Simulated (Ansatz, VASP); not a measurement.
# Two plane-wave programs on Al2O3

Contents of INCAR:

```
SYSTEM = Al2O3
ALGO = Normal
EDIFF = 1E-6
ENCUT = 520
GGA = PE
ISIF = 2
ISMEAR = 0
LASPH = .True.
LCHARG = .False.
LREAL = .False.
LWAVE = .False.
NBANDS = 35
NELM = 100
PREC = Accurate
SIGMA = 0.02
```

The input KPOINTS:

```
k-points
0
Gamma
  6 6 6
  0 0 0
```

File POSCAR:

```
Al2O3
1.0
    2.4042988847      1.3881226083      4.3749119519
   -2.4042988847      1.3881226083      4.3749119519
    0.0000000000     -2.7762452166      4.3749119519
Al O
4 6
Direct
    0.1478748959      0.1478748959      0.1478748959
    0.3521251041      0.3521251041      0.3521251041
    0.6478748959      0.6478748959      0.6478748959
    0.8521251041      0.8521251041      0.8521251041
    0.9438371695      0.5561628305      0.2500000000
    0.4438371695      0.7500000000      0.0561628305
    0.5561628305      0.2500000000      0.9438371695
    0.2500000000      0.9438371695      0.5561628305
    0.7500000000      0.0561628305      0.4438371695
    0.0561628305      0.4438371695      0.7500000000
```

Input for Ansatz:

```yaml
crystal:
  lattice:
    - [2.4042988847, 1.3881226083, 4.3749119519]
    - [-2.4042988847, 1.3881226083, 4.3749119519]
    - [0.0, -2.7762452166, 4.3749119519]
  atoms:
    - { symbol: Al, position: [0.1478748959, 0.1478748959, 0.1478748959] }
    - { symbol: Al, position: [0.3521251041, 0.3521251041, 0.3521251041] }
    - { symbol: Al, position: [0.6478748959, 0.6478748959, 0.6478748959] }
    - { symbol: Al, position: [0.8521251041, 0.8521251041, 0.8521251041] }
    - { symbol: O, position: [0.9438371695, 0.5561628305, 0.25] }
    - { symbol: O, position: [0.4438371695, 0.75, 0.0561628305] }
    - { symbol: O, position: [0.5561628305, 0.25, 0.9438371695] }
    - { symbol: O, position: [0.25, 0.9438371695, 0.5561628305] }
    - { symbol: O, position: [0.75, 0.0561628305, 0.4438371695] }
    - { symbol: O, position: [0.0561628305, 0.4438371695, 0.75] }
basis:
  ecutwfc: 420
  xc_grid: 2
kpoints:
  mp_grid: { grid: [6, 6, 6] }
  band_path: { path: [VBM, CBM], npoints: 2 }
hamiltonian:
  xc: pbe
scf:
  occupations: { method: gaussian, width: 0.02 }
output:
  forces: true
  stress: true
  eigenvalues: true
```

Alike in both runs: task single point; functional PBE; k mesh 6 × 6 × 6; occupations gaussian, width 0.02 eV; no spin polarisation.

```csv
,VASP,Ansatz
version,VASP 6.6.1,Ansatz 0.2.0
potentials or method,"VASP PAW PBE potentials, release 64 (Al, O), cutoff 520 eV","scalar-relativistic, plane waves, PAW"
valence electrons in the cell,48,48
```

```tsv
	VASP	Ansatz	Ansatz less VASP
gap on the k mesh at the Fermi level (eV)	5.85	5.85	+0.004
least direct gap on the mesh (eV)	5.85	5.85	+0.004
pressure (GPa)	-0.1	0.0	+0.16
```

With one functional, cell and mesh, what is left measures potentials, basis and numerics.
